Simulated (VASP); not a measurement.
# Cs (P6_3/mmc) in VASP: density of states with LDA

Aim: the density of states of Cs with LDA.

Everything below comes from runs of VASP 6.6.1. Logs are shortened: lines on timing, memory, paths and dates and some standing lists are left out, and cuts for length are marked.

**1. The cell of the first run**

Symmetry: P6_3/mmc, No. 194, hexagonal system. Conventional cell: a = 5.153 Å, b = 5.153 Å, c = 8.347 Å, α = 90.00°, β = 90.00°, γ = 120.00°.

**2. Density of states, LDA**

Input file POSCAR:

```
Cs
1.0
    5.1525456203      0.0000000000      0.0000000000
   -2.5762728102      4.4622354014      0.0000000000
    0.0000000000      0.0000000000      8.3471239049
Cs
2
Direct
    0.3333333333      0.6666666667      0.2500000000
    0.6666666667      0.3333333333      0.7500000000
```

Input file INCAR.step1:

```
SYSTEM = Cs
ALGO     = Normal         ! electronic algorithm
EDIFF    = 1E-6           ! SCF threshold, eV
ENCUT    = 520            ! plane-wave cutoff, eV
GGA      = CA             ! functional
ISIF     = 2              ! what is computed and relaxed
ISMEAR   = -1             ! smearing method
LASPH    = .True.         ! aspherical terms in the spheres
LCHARG   = .True.         ! write CHGCAR
LREAL    = .False.        ! projectors in reciprocal space
LWAVE    = .False.        ! write WAVECAR
NBANDS   = 16             ! bands
NELM     = 60             ! most SCF steps
PREC     = Accurate       ! precision mode
SIGMA    = 0.1            ! smearing width, eV
```

Input file KPOINTS.step1:

```
k-points
0
Gamma
  9 9 5
  0 0 0
```

Input file INCAR.step2:

```
SYSTEM = Cs
ALGO     = Normal         ! electronic algorithm
EDIFF    = 1E-6           ! SCF threshold, eV
ENCUT    = 520            ! plane-wave cutoff, eV
GGA      = CA             ! functional
ICHARG   = 11             ! starting density
ISIF     = 2              ! what is computed and relaxed
ISMEAR   = -5             ! smearing method
LASPH    = .True.         ! aspherical terms in the spheres
LCHARG   = .False.        ! write CHGCAR
LORBIT   = 11             ! projections on sites
LREAL    = .False.        ! projectors in reciprocal space
LWAVE    = .False.        ! write WAVECAR
NEDOS    = 1001           ! points of the DOS
NELM     = 60             ! most SCF steps
PREC     = Accurate       ! precision mode
SIGMA    = 0.1            ! smearing width, eV
```

Input file KPOINTS.step2:

```
k-points
0
Gamma
  14 14 8
  0 0 0
```

Potentials or basis: VASP PAW LDA potentials, release 64 (Cs_sv).

Run with:

```
cat potpaw_LDA.64/Cs_sv/POTCAR > POTCAR
cp INCAR.step1 INCAR
cp KPOINTS.step1 KPOINTS
mpirun -np 1 vasp_std > vasp.out
cp INCAR.step2 INCAR
cp KPOINTS.step2 KPOINTS
mpirun -np 1 vasp_std > vasp.out
```

OUTCAR:

```text
SYSTEM = Cs
   EDIFF = 1E-6
   ENCUT = 520
   GGA = CA
   ICHARG = 11
   ISIF = 2
   ISMEAR = -5
   LASPH = .True.
   LORBIT = 11
   LREAL = .False.
   NELM = 60
   PREC = Accurate

 ion  position               nearest neighbor table
   1  0.333  0.667  0.250-
   2  0.667  0.333  0.750-

  LATTYP: Found a hexagonal cell.
 ALAT       =     5.1525456203
 C/A-ratio  =     1.6200000000

  Lattice vectors:

 A1 = (   5.1525456203,   0.0000000000,   0.0000000000)
 A2 = (  -2.5762728102,   4.4622354014,   0.0000000000)
 A3 = (   0.0000000000,   0.0000000000,   8.3471239049)

Analysis of symmetry for initial positions (statically):
=====================================================================
 Subroutine PRICEL returns:
 Original cell was already a primitive cell.

 Routine SETGRP: Setting up the symmetry group for a
 hexagonal supercell.

 Subroutine GETGRP returns: Found 24 space group operations
 (whereof 12 operations were pure point group operations)
 out of a pool of 24 trial point group operations.

The static configuration has the point symmetry D_3d.
 The point group associated with its full space group is D_6h.

Analysis of symmetry for dynamics (positions and initial velocities):
=====================================================================
 Subroutine PRICEL returns:
 Original cell was already a primitive cell.

 Routine SETGRP: Setting up the symmetry group for a
 hexagonal supercell.

 Subroutine GETGRP returns: Found 24 space group operations
 (whereof 12 operations were pure point group operations)
 out of a pool of 24 trial point group operations.

The dynamic configuration has the point symmetry D_3d.
 The point group associated with its full space group is D_6h.

 Subroutine INISYM returns: Found 24 space group operations
 (whereof 12 operations are pure point group operations),
 and found     1 'primitive' translations

----------------------------------------------------------------------------------------

                                     Primitive cell

  volume of cell :     191.9160

  direct lattice vectors                    reciprocal lattice vectors
     5.152545620  0.000000000  0.000000000     0.194078825  0.112051462  0.000000000
    -2.576272810  4.462235401  0.000000000     0.000000000  0.224102924  0.000000000
     0.000000000  0.000000000  8.347123905     0.000000000  0.000000000  0.119801744

  length of vectors
     5.152545620  5.152545620  8.347123905     0.224102924  0.224102924  0.119801744

  position of ions in fractional coordinates (direct lattice)
     0.333333333  0.666666667  0.250000000
     0.666666667  0.333333333  0.750000000

  ion indices of the primitive-cell ions
   primitive index   ion index
                 1           1
                 2           2

----------------------------------------------------------------------------------------

 KPOINTS: k-points

Automatic generation of k-mesh.
 Grid dimensions read from file:
 generate k-points for:   14   14    8

 Generating k-lattice:

  Cartesian coordinates                     Fractional coordinates (reciprocal lattice)
     0.013862773  0.008003676  0.000000000     0.071428571  0.000000000  0.000000000
     0.000000000  0.016007352  0.000000000     0.000000000  0.071428571  0.000000000
     0.000000000  0.000000000  0.014975218     0.000000000  0.000000000  0.125000000

  Length of vectors
     0.016007352  0.016007352  0.014975218

  Shift w.r.t. Gamma in fractional coordinates (k-lattice)
     0.000000000  0.000000000  0.000000000

 TETIRR: Found   1624 inequivalent tetrahedra from     9408

 Subroutine IBZKPT returns following result:
 ===========================================

 Found    120 irreducible k-points:

 Following reciprocal coordinates:
            Coordinates               Weight
  0.000000  0.000000  0.000000      1.000000
  0.071429 -0.000000  0.000000      6.000000
  0.142857 -0.000000  0.000000      6.000000
  0.214286  0.000000  0.000000      6.000000
  0.285714  0.000000  0.000000      6.000000
  0.357143  0.000000  0.000000      6.000000
[... 16 lines left out ...]
  0.285714  0.285714  0.000000      6.000000
  0.357143  0.285714  0.000000      6.000000
 [... further k-points ...]
   k-points           NKPTS =    120   k-points in BZ     NKDIM =    120   number of bands    NBANDS=     13
   number of dos      NEDOS =   1001   number of ions     NIONS =      2
   total plane-waves  NPLWV = 102400
   dimension x,y,z NGX =    40 NGY =   40 NGZ =   64
   dimension x,y,z NGXF=    80 NGYF=   80 NGZF=  128
   ions per type =               2
   NGX,Y,Z   is equivalent  to a cutoff of  12.91, 12.91, 12.75 a.u.
   NGXF,Y,Z  is equivalent  to a cutoff of  25.81, 25.81, 25.49 a.u.
 SYSTEM =  Cs
   PREC   = accura    normal or accurate (medium, high low for compatibility)
   ISTART =      0    job   : 0-new  1-cont  2-samecut
   ICHARG =     11    charge: 1-file 2-atom 10-const
   ISPIN  =      1    spin polarized calculation?
   LNONCOLLINEAR =      F non collinear calculations
   LSORBIT =      F    spin-orbit coupling
   LASPH  =      T    aspherical Exc in radial PAW
   ENCUT  =  520.0 eV  38.22 Ry    6.18 a.u.   9.58  9.58 15.52*2*pi/ulx,y,z
   NELM   =     60;   NELMIN=  2; NELMDL=  0     # of ELM steps
   EDIFF  = 0.1E-05   stopping-criterion for ELM
   LREAL  =      F    real-space projection
   EDIFFG = 0.1E-04   stopping-criterion for IOM
   NSW    =      0    number of steps for IOM
   IBRION =     -1    ionic relax: 0-MD 1-quasi-New 2-CG
   NFREE  =      0    steps in history (QN), initial steepest desc. (CG)
   ISIF   =      2    stress and relaxation
   ISYM   =      2    0-nonsym 1-usesym 2-fastsym
   POTIM  = 0.5000    time-step for ionic-motion
   TEBEG  =    0.0;   TEEND  =   0.0 temperature during run
   PSTRESS=    0.0 pullay stress
   NELECT =      18.0000    total number of electrons
   NUPDOWN=      -1.0000    fix difference up-down
   EMIN   =  10.00;   EMAX   =-10.00  energy-range for DOS
   EFERMI =   0.00;   METHOD = LEGACY
   ISMEAR =    -5;   SIGMA  =   0.10  broadening in eV -4-tet -1-fermi 0-gaus
   EFERMI_NEDOS =   21; number of points for ismear=-14 and -15
   IALGO  =     38    algorithm
   IMIX   =      4    mixing-type and parameters
     AMIX     =   0.40;   BMIX     =  1.00
     AMIX_MAG =   1.60;   BMIX_MAG =  1.00
  volume/ion in A,a.u.               =      95.96       647.56
  Fermi-wavevector in a.u.,A,eV,Ry     =   0.743810  1.405597  7.527466  0.553253
  Thomas-Fermi vector in A             =   1.839013
   LORBIT       =     11    0 simple, 1 ext, 2 COOP (PROOUT), +10 PAW based schemes
   GGA     = CA    functional components
   LHFCALC =     F    Hartree Fock is set to
   AEXX    =    0.0000 exact exchange contribution
   IVDW    =     0    specifies the selected vdW correction
   LEPSILON=     F    determine dielectric tensor
   LRPA    =     F    only Hartree local field effects (RPA)
 non-spin polarized calculation
 Fermi weights with tetrahedron method with Bloechl corrections
  energy-cutoff  :      520.00
  volume of cell :      191.92
 maximum number of plane-waves:      5228
 NGX is ok and might be reduce to    40

 number of electron      17.9999999 magnetization

 Free energy of the ion-electron system (eV)
  ---------------------------------------------------
  ext. energy  EPLUGINS =         0.00000000
  ---------------------------------------------------
  free energy    TOTEN  =        -1.98702038 eV

  energy without entropy =       -1.98702038  energy(sigma->0) =       -1.98702038

 E-fermi :   0.7681     XC(G=0):  -6.0271

 val. band max:        0.7745970338   @ k =   0.4286   0.0000   0.5000
 cond. band min:       0.7231923653   @ k =   0.2857   0.1429   0.5000
 fundamental gap:     -0.0514046685
 Fermi energy:         0.7680780870

 k-point     1 :       0.0000    0.0000    0.0000
  band No.  band energies     occupation
      1     -22.9484      2.00000
      2     -22.9331      2.00000
      3      -9.9040      2.00000
      4      -9.6822      2.00000
      5      -9.6822      2.00000
      6      -9.6468      2.00000
      7      -9.6468      2.00000
      8      -9.6432      2.00000
      9      -1.0979      2.00000
     10       0.6506      2.00000
     11       1.8416      0.00000
     12       3.1908      0.00000
     13       3.1988      0.00000

 k-point     2 :       0.0714   -0.0000    0.0000
  band No.  band energies     occupation
      1     -22.9477      2.00000
      2     -22.9328      2.00000
      3      -9.8998      2.00000
      4      -9.6918      2.00000
      5      -9.6852      2.00000
      6      -9.6569      2.00000
      7      -9.6482      2.00000
      8      -9.6449      2.00000
      9      -1.0399      2.00000
     10       0.7128      1.88052
     11       1.8204      0.00000
     12       2.9729      0.00000
     13       3.2485      0.00000

 k-point     3 :       0.1429   -0.0000    0.0000
  band No.  band energies     occupation
      1     -22.9459      2.00000
      2     -22.9320      2.00000
      3      -9.8876      2.00000
      4      -9.7187      2.00000
      5      -9.6936      2.00000
      6      -9.6846      2.00000
      7      -9.6524      2.00000
      8      -9.6498      2.00000
      9      -0.8707      2.00000
     10       0.8904     -0.10063
     11       1.7634      0.00000
     12       2.6603      0.00000
     13       3.1738      0.00000
[... 305 lines left out ...]
 k-point    23 :       0.2857    0.2857    0.0000
  band No.  band energies     occupation
      1     -22.9319      2.00000
      2     -22.9292      2.00000
      3      -9.8400      2.00000
      4      -9.8119      2.00000
      5      -9.7794      2.00000
      6      -9.7687      2.00000
      7      -9.7409      2.00000
      8      -9.7212      2.00000
      9       1.0070     -0.05032
     10       1.5742      0.00000
     11       1.5884      0.00000
     12       1.6629      0.00000
     13       2.5618      0.00000

 k-point    24 :       0.3571    0.2857    0.0000
  band No.  band energies     occupation
      1     -22.9309      2.00000
      2     -22.9296      2.00000
      3      -9.8397      2.00000
      4      -9.8001      2.00000
      5      -9.7962      2.00000
      6      -9.7546      2.00000
      7      -9.7507      2.00000
      8      -9.7336      2.00000
      9       1.2854      0.00000
     10       1.4444      0.00000
     11       1.5897      0.00000
     12       1.6021      0.00000
     13       2.5350      0.00000

 [... further k-points ...]
[... 5 lines left out ...]
  --------------------------------------------------------------------------------------
  -------------------------------------------------------------------------------------
  Total        0.0049305      0.0049305      0.0002956     -0.0000000      0.0000000      0.0000000
  in kB        0.0411618      0.0411618      0.0024681     -0.0000000      0.0000000      0.0000000
  external PRESSURE =       0.0282639 kB  Pullay stress =       0.0000000 kB

 VOLUME and BASIS-vectors are now :
 -----------------------------------------------------------------------------
  energy-cutoff  :      520.00
  volume of cell :      191.92
      direct lattice vectors                 reciprocal lattice vectors
     5.152545620  0.000000000  0.000000000     0.194078825  0.112051462  0.000000000
    -2.576272810  4.462235401  0.000000000     0.000000000  0.224102924  0.000000000
     0.000000000  0.000000000  8.347123905     0.000000000  0.000000000  0.119801744

 POSITION                                       TOTAL-FORCE (eV/Angst)
 -----------------------------------------------------------------------------------
     -0.00000      2.97482      2.08678         0.000000      0.000000      0.000000
      2.57627      1.48741      6.26034        -0.000000     -0.000000      0.000000
 -----------------------------------------------------------------------------------
    total drift:                               -0.000000      0.000000     -0.000000

  FREE ENERGIE OF THE ION-ELECTRON SYSTEM (eV)
  ---------------------------------------------------
  free  energy   TOTEN  =        -1.9870203755 eV

  energy  without entropy=       -1.9870203755  energy(sigma->0) =       -1.98702038

 total charge

# of ion       s       p       d       tot
------------------------------------------
    1        1.856   4.654   0.015   6.525
    2        1.856   4.654   0.015   6.525
--------------------------------------------------
tot          3.713   9.307   0.030  13.050
```

It took 4.4 min on 1 thread of Intel Xeon Platinum 8175M at 2.50GHz (Skylake/Cascade Lake), shared host; peak memory 0.39 GiB.

What came out:

* Valence electrons inside the program's atomic spheres: Cs 6.53

Caveat: spin-orbit coupling is left out, which moves the levels of the heavy elements; tetrahedron occupations give inexact forces and stress in metals.
